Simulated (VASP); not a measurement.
Input of a VASP 6.6.1 run:

POSCAR

```
MgO
1.0
    0.0000000000      2.2820056624      2.2820056624
    2.2820056624      0.0000000000      2.2820056624
    2.2820056624      2.2820056624      0.0000000000
Mg O
1 1
Direct
    0.0000000000      0.0000000000      0.0000000000
    0.2500000000      0.2500000000      0.2500000000
```

File INCAR.step1:

```
PREC     = Accurate       # precision mode
ENCUT    = 520            # plane-wave cutoff, eV
ISMEAR   = 0              # smearing method
SIGMA    = 0.01           # smearing width, eV
LREAL    = F              # projectors in reciprocal space
LASPH    = T              # aspherical terms in the spheres
NELM     = 100            # most SCF steps
NBANDS   = 11             # bands
GGA      = PE             # functional
ALGO     = Normal         # electronic algorithm
EDIFF    = 1E-4           # SCF threshold, eV
LWAVE    = T              # write WAVECAR
LCHARG   = F              # write CHGCAR
```

File INCAR.step2:

```
PREC     = Accurate       # precision mode
ENCUT    = 520            # plane-wave cutoff, eV
EDIFF    = 1E-6           # SCF threshold, eV
ISMEAR   = 0              # smearing method
SIGMA    = 0.01           # smearing width, eV
LREAL    = F              # projectors in reciprocal space
LASPH    = T              # aspherical terms in the spheres
NELM     = 100            # most SCF steps
ALGO     = Normal         # electronic algorithm
ISIF     = 2              # what is computed and relaxed
LWAVE    = F              # write WAVECAR
LCHARG   = F              # write CHGCAR
METAGGA  = R2SCAN         # meta-GGA
LMIXTAU  = T            
NBANDS   = 11             # bands
ISTART   = 1
```

KPOINTS

```
regular mesh
0
Gamma
  6 6 6
```

Potentials or basis: VASP PAW PBE potentials, release 64 (Mg, O).

Launch:

```console
$ cat potpaw_PBE.64/Mg/POTCAR potpaw_PBE.64/O/POTCAR > POTCAR
$ cp INCAR.step1 INCAR
$ mpirun -np 1 vasp_std > vasp.out
$ cp INCAR.step2 INCAR
$ mpirun -np 1 vasp_std > vasp.out
```

(1) What does it give for the pressure?

(2) Estimate the band gap on the k mesh.

## Answers

(1) -0.6 GPa.

(2) 4.32 eV, direct.

Caveat: the PAW data sets were made with another functional, which shifts forces and pressure a little.
